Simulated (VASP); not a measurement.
# Au (Cmcm) in VASP: notebook, part 2 of 2

VASP 6.6.1. The steps go on from the part before.

### Step 3. Single point, PBE (equal strain along all axes, cell held: -1.0 %, then relaxed in part)

File INCAR:

```
PREC = Accurate ; ENCUT = 520
EDIFF = 1E-6 ; ISMEAR = 0
SIGMA = 0.1 ; LREAL = F
LASPH = T ; NELM = 100
ALGO = Normal ; ISIF = 2
LWAVE = F ; LCHARG = F
GGA = PE ; NBANDS = 30
```

File KPOINTS:

```
Automatic mesh
0
Gamma
  14 8 10
```

File POSCAR:

```
Au
1.0
    2.8367671318      0.0000000000      0.0000000000
    0.0000000000      5.0893544553      0.0000000000
    0.0000000000      0.0000000000      4.8432115601
Au
4
Direct
    0.0000000000      0.3360485564      0.7500000000
    0.5000000000      0.1639514436      0.2500000000
    0.5000000000      0.8360485564      0.7500000000
    0.0000000000      0.6639514436      0.2500000000
```

Potentials or basis: VASP PAW PBE potentials, release 64 (Au).

Started as:

```sh
> cat potpaw_PBE.64/Au/POTCAR > POTCAR
> mpirun -np 1 vasp_std > vasp.out
```

OUTCAR:

```text
PREC = Accurate
   ENCUT = 520
   EDIFF = 1E-6
   ISMEAR = 0
   LREAL = F
   LASPH = T
   NELM = 100
   ISIF = 2
   GGA = PE

 ion  position               nearest neighbor table
   1  0.000  0.336  0.750-   3 2.91   3 2.91   3 2.91   3 2.91   2 2.94   2 2.94   2 2.94   2 2.94
                             4 2.94   4 2.94
   2  0.500  0.164  0.250-   4 2.91   4 2.91   4 2.91   4 2.91   1 2.94   1 2.94   1 2.94   1 2.94
                             3 2.94   3 2.94
   3  0.500  0.836  0.750-   1 2.91   1 2.91   1 2.91   1 2.91   4 2.94   4 2.94   4 2.94   4 2.94
                             2 2.94   2 2.94
   4  0.000  0.664  0.250-   2 2.91   2 2.91   2 2.91   2 2.91   3 2.94   3 2.94   3 2.94   3 2.94
                             1 2.94   1 2.94

  LATTYP: Found a simple orthorhombic cell.
 ALAT       =     2.8367671318
 B/A-ratio  =     1.7072996602
 C/A-ratio  =     1.7940684656

  Lattice vectors:

 A1 = (  -2.8367671318,   0.0000000000,   0.0000000000)
 A2 = (   0.0000000000,   0.0000000000,   4.8432115601)
 A3 = (   0.0000000000,   5.0893544553,   0.0000000000)

Analysis of symmetry for initial positions (statically):
=====================================================================
[... 202 lines left out ...]
 cond. band min:       9.1074936216   @ k =   0.0714   0.1250   0.5000
 fundamental gap:      0.0143548989
 Fermi energy:         9.1069961568

 k-point     1 :       0.0000    0.0000    0.0000
  band No.  band energies     occupation
      1      -0.5355      2.00000
      2       1.8826      2.00000
      3       2.3278      2.00000
      4       2.3896      2.00000
      5       2.9836      2.00000
      6       4.3079      2.00000
[... 781 lines left out ...]
     29      16.6605      0.00000
     30      16.6605      0.00000

 [... further k-points ...]

------------------------ aborting loop because EDIFF is reached ----------------------------------------

  FORCE on cell =-STRESS in cart. coord.  units (eV):
  Direction    XX          YY          ZZ          XY          YZ          ZX
  --------------------------------------------------------------------------------------
  -------------------------------------------------------------------------------------
  Total        1.9898432      1.7368011      1.8342556      0.0000000      0.0000000      0.0000000
  in kB       45.5942013     39.7961297     42.0291510      0.0000000      0.0000000      0.0000000
  external PRESSURE =      42.4731606 kB  Pullay stress =       0.0000000 kB

 VOLUME and BASIS-vectors are now :
 -----------------------------------------------------------------------------
  energy-cutoff  :      520.00
  volume of cell :       69.92
      direct lattice vectors                 reciprocal lattice vectors
     2.836767132  0.000000000  0.000000000     0.352513955  0.000000000  0.000000000
     0.000000000  5.089354455  0.000000000     0.000000000  0.196488574  0.000000000
     0.000000000  0.000000000  4.843211560     0.000000000  0.000000000  0.206474565

 POSITION                                       TOTAL-FORCE (eV/Angst)
 -----------------------------------------------------------------------------------
      0.00000      1.71027      3.63241        -0.000000      0.007378     -0.000000
      1.41838      0.83441      1.21080         0.000000     -0.007378     -0.000000
      1.41838      4.25495      3.63241         0.000000      0.007378      0.000000
      0.00000      3.37908      1.21080        -0.000000     -0.007378     -0.000000
 -----------------------------------------------------------------------------------
    total drift:                                0.000000     -0.000000      0.000000

  FREE ENERGIE OF THE ION-ELECTRON SYSTEM (eV)
  ---------------------------------------------------
  free  energy   TOTEN  =       -12.8285047889 eV

  energy  without entropy=      -12.8218514926  energy(sigma->0) =      -12.82517814
```

OSZICAR:

```text
N       E                     dE             d eps       ncg     rms          rms(c)
DAV:   1     0.284595178287E+03    0.28460E+03   -0.23021E+04 14400   0.143E+03
DAV:   2    -0.693021204608E+01   -0.29153E+03   -0.27770E+03 15592   0.319E+02
DAV:   3    -0.138547901355E+02   -0.69246E+01   -0.68555E+01 16594   0.489E+01
DAV:   4    -0.138963116267E+02   -0.41521E-01   -0.41512E-01 15426   0.396E+00
DAV:   5    -0.138966954636E+02   -0.38384E-03   -0.38383E-03 16548   0.422E-01    0.173E+01
DAV:   6    -0.129041232140E+02    0.99257E+00   -0.22252E+00 15396   0.107E+01    0.112E+01
DAV:   7    -0.128369391178E+02    0.67184E-01   -0.25053E-01 15918   0.347E+00    0.463E+00
DAV:   8    -0.128285405640E+02    0.83986E-02   -0.21915E-02 15204   0.969E-01    0.526E-01
DAV:   9    -0.128284739273E+02    0.66637E-04   -0.12144E-04 16458   0.768E-02    0.367E-02
DAV:  10    -0.128285051172E+02   -0.31190E-04   -0.15008E-05 15636   0.314E-02    0.735E-03
DAV:  11    -0.128285047889E+02    0.32832E-06   -0.59884E-07  9510   0.503E-03
   1 F= -.12828505E+02 E0= -.12825178E+02  d E =-.665330E-02
```

stdout:

```text
POSCAR found type information on POSCAR Au
 POSCAR found :  1 types and       4 ions
 scaLAPACK will be used
 LDA part: xc-table for (Slater+PW92), standard interpolation
 POSCAR, INCAR and KPOINTS ok, starting setup
 FFT: planning ... GRIDC
 FFT: planning ... GRID_SOFT
 FFT: planning ... GRID
 WAVECAR not read
 entering main loop
```

Run time: 8.4 min. Hardware: 1 thread of AMD EPYC 7R43 (Zen 3), shared host; peak memory 0.41 GiB.

What came out:

```
Free energy            : -12.8285 eV
Pressure               : 4.2 GPa
Largest force          : 0.007 eV/Å
Band gap on the k mesh : zero (band 22 reaches 11.43 eV, above the bottom of band 23 at 7.04 eV)
```

Forces on the atoms (eV/Å):
```
Au   0.000  0.007  0.000
Au   0.000 -0.007  0.000
Au   0.000  0.007  0.000
Au   0.000 -0.007  0.000
```

Caveat: the cell differs from its parent crystal (equal strain along all axes, cell held: -1.0 %, then relaxed in part); spin-orbit coupling is left out, which moves the levels of the heavy elements.

### Step 4. Single point, PBE (equal strain along all axes, cell held: -3.0 %, then relaxed in part)

File INCAR:

```
SYSTEM = Au
PREC = Accurate
ENCUT = 520
EDIFF = 1E-6
ISMEAR = 0
SIGMA = 0.1
LREAL = .FALSE.
LASPH = .TRUE.
NELM = 100
ALGO = Normal
ISIF = 2
LWAVE = .FALSE.
LCHARG = .FALSE.
GGA = PE
NBANDS = 30
```

File KPOINTS:

```
Automatic mesh
0
G
  14 8 10
  0 0 0
```

File POSCAR:

```
Au
1.0
    2.7794587049      0.0000000000      0.0000000000
    0.0000000000      4.9865392138      0.0000000000
    0.0000000000      0.0000000000      4.7453689023
Au
4
Direct
    0.0000000000      0.3370861691      0.7500000000
    0.5000000000      0.1629138309      0.2500000000
    0.5000000000      0.8370861691      0.7500000000
    0.0000000000      0.6629138309      0.2500000000
```

Potentials or basis: VASP PAW PBE potentials, release 64 (Au).

Started as:

```sh
> cat potpaw_PBE.64/Au/POTCAR > POTCAR
> mpirun -np 1 vasp_std > vasp.out
```

OUTCAR:

```text
SYSTEM = Au
   PREC = Accurate
   ENCUT = 520
   EDIFF = 1E-6
   ISMEAR = 0
   LREAL = .FALSE.
   LASPH = .TRUE.
   NELM = 100
   ISIF = 2
   GGA = PE

 ion  position               nearest neighbor table
   1  0.000  0.337  0.750-   3 2.85   3 2.85   3 2.85   3 2.85   4 2.88   4 2.88   2 2.88   2 2.88
                             2 2.88   2 2.88
   2  0.500  0.163  0.250-   4 2.85   4 2.85   4 2.85   4 2.85   3 2.88   3 2.88   1 2.88   1 2.88
                             1 2.88   1 2.88
   3  0.500  0.837  0.750-   1 2.85   1 2.85   1 2.85   1 2.85   2 2.88   2 2.88   4 2.88   4 2.88
                             4 2.88   4 2.88
   4  0.000  0.663  0.250-   2 2.85   2 2.85   2 2.85   2 2.85   1 2.88   1 2.88   3 2.88   3 2.88
                             3 2.88   3 2.88

  LATTYP: Found a simple orthorhombic cell.
 ALAT       =     2.7794587049
 B/A-ratio  =     1.7072996602
 C/A-ratio  =     1.7940684656

  Lattice vectors:

 A1 = (  -2.7794587049,   0.0000000000,   0.0000000000)
 A2 = (   0.0000000000,   0.0000000000,   4.7453689023)
 A3 = (   0.0000000000,   4.9865392138,   0.0000000000)

Analysis of symmetry for initial positions (statically):
=====================================================================
 Subroutine PRICEL returns following result:

  LATTYP: Found a base centered orthorhombic cell.
[... 200 lines left out ...]
 fundamental gap:      0.0194070462
 Fermi energy:        10.1380535322

 k-point     1 :       0.0000    0.0000    0.0000
  band No.  band energies     occupation
      1      -0.1595      2.00000
      2       2.3415      2.00000
      3       2.7974      2.00000
      4       2.9051      2.00000
      5       3.5071      2.00000
      6       4.9750      2.00000
[... 781 lines left out ...]
     29      17.9387      0.00000
     30      17.9387      0.00000

 [... further k-points ...]

------------------------ aborting loop because EDIFF is reached ----------------------------------------

  FORCE on cell =-STRESS in cart. coord.  units (eV):
  Direction    XX          YY          ZZ          XY          YZ          ZX
  --------------------------------------------------------------------------------------
  -------------------------------------------------------------------------------------
  Total        6.9389390      6.3541677      6.4252527      0.0000000      0.0000000      0.0000000
  in kB      169.0340541    154.7888999    156.5205442      0.0000000      0.0000000      0.0000000
  external PRESSURE =     160.1144994 kB  Pullay stress =       0.0000000 kB

 VOLUME and BASIS-vectors are now :
 -----------------------------------------------------------------------------
  energy-cutoff  :      520.00
  volume of cell :       65.77
      direct lattice vectors                 reciprocal lattice vectors
     2.779458705  0.000000000  0.000000000     0.359782284  0.000000000  0.000000000
     0.000000000  4.986539214  0.000000000     0.000000000  0.200539885  0.000000000
     0.000000000  0.000000000  4.745368902     0.000000000  0.000000000  0.210731773

 POSITION                                       TOTAL-FORCE (eV/Angst)
 -----------------------------------------------------------------------------------
      0.00000      1.68089      3.55903         0.000000      0.005516     -0.000000
      1.38973      0.81238      1.18634        -0.000000     -0.005516      0.000000
      1.38973      4.17416      3.55903         0.000000      0.005516     -0.000000
      0.00000      3.30565      1.18634        -0.000000     -0.005516      0.000000
 -----------------------------------------------------------------------------------
    total drift:                                0.000000      0.000000     -0.000000

  FREE ENERGIE OF THE ION-ELECTRON SYSTEM (eV)
  ---------------------------------------------------
  free  energy   TOTEN  =       -12.5726138645 eV

  energy  without entropy=      -12.5666183789  energy(sigma->0) =      -12.56961612
```

OSZICAR:

```text
N       E                     dE             d eps       ncg     rms          rms(c)
DAV:   1     0.292471909138E+03    0.29247E+03   -0.23182E+04 14400   0.144E+03
DAV:   2    -0.643627969416E+01   -0.29891E+03   -0.28533E+03 15626   0.327E+02
DAV:   3    -0.136129164759E+02   -0.71766E+01   -0.71098E+01 16534   0.507E+01
DAV:   4    -0.136539644001E+02   -0.41048E-01   -0.41040E-01 15636   0.399E+00
DAV:   5    -0.136543339157E+02   -0.36952E-03   -0.36951E-03 16482   0.418E-01    0.210E+01
DAV:   6    -0.126695647143E+02    0.98477E+00   -0.20358E+00 15564   0.104E+01    0.131E+01
DAV:   7    -0.125846224252E+02    0.84942E-01   -0.34233E-01 15966   0.417E+00    0.444E+00
DAV:   8    -0.125726568886E+02    0.11966E-01   -0.38969E-02 15318   0.135E+00    0.595E-01
DAV:   9    -0.125725858048E+02    0.71084E-04   -0.16736E-04 16380   0.904E-02    0.488E-02
DAV:  10    -0.125726134643E+02   -0.27660E-04   -0.13011E-05 15750   0.290E-02    0.441E-03
DAV:  11    -0.125726138645E+02   -0.40020E-06   -0.11530E-06  9702   0.704E-03
   1 F= -.12572614E+02 E0= -.12569616E+02  d E =-.599549E-02
```

stdout:

```text
POSCAR found type information on POSCAR Au
 POSCAR found :  1 types and       4 ions
 scaLAPACK will be used
 LDA part: xc-table for (Slater+PW92), standard interpolation
 POSCAR, INCAR and KPOINTS ok, starting setup
 FFT: planning ... GRIDC
 FFT: planning ... GRID_SOFT
 FFT: planning ... GRID
 WAVECAR not read
 entering main loop
```

It took 7.7 min on 1 thread of AMD EPYC 7R43 (Zen 3), shared host; peak memory 0.4 GiB.

Results:

- Free energy: -12.5726 eV
- Pressure: 16.0 GPa
- Largest force: 0.006 eV/Å
- Band gap on the k mesh: zero (band 22 reaches 12.60 eV, above the bottom of band 23 at 8.00 eV)

Forces in eV/Å, atoms in the order of the input:
```
Au   0.000  0.006  0.000
Au   0.000 -0.006  0.000
Au   0.000  0.006  0.000
Au   0.000 -0.006  0.000
```

Caveat: the cell differs from its parent crystal (equal strain along all axes, cell held: -3.0 %, then relaxed in part); spin-orbit coupling is left out, which moves the levels of the heavy elements.

### Step 5. Overview

| cell | gap on the mesh (eV) | pressure (GPa) | largest force (eV/Å) |
| --- | --- | --- | --- |
| a = 2.923, b = 5.244, c = 4.990 Å, 4 atoms | none | -7.0 | - |
| a = 2.837, b = 5.089, c = 4.843 Å, 4 atoms | none | 4.2 | 0.01 |
| a = 2.779, b = 4.987, c = 4.745 Å, 4 atoms | none | 16.0 | 0.01 |

Alike in all rows: task single point; level PBE; potentials or basis VASP PAW PBE potentials, release 64 (Au); no spin polarisation; k mesh 14 × 8 × 10; cutoff (eV) 520; smearing gaussian 0.1 eV.

Caveats: spin-orbit coupling is left out, which moves the levels of the heavy elements.

Absolute energies hang on the potentials; compare differences alone.
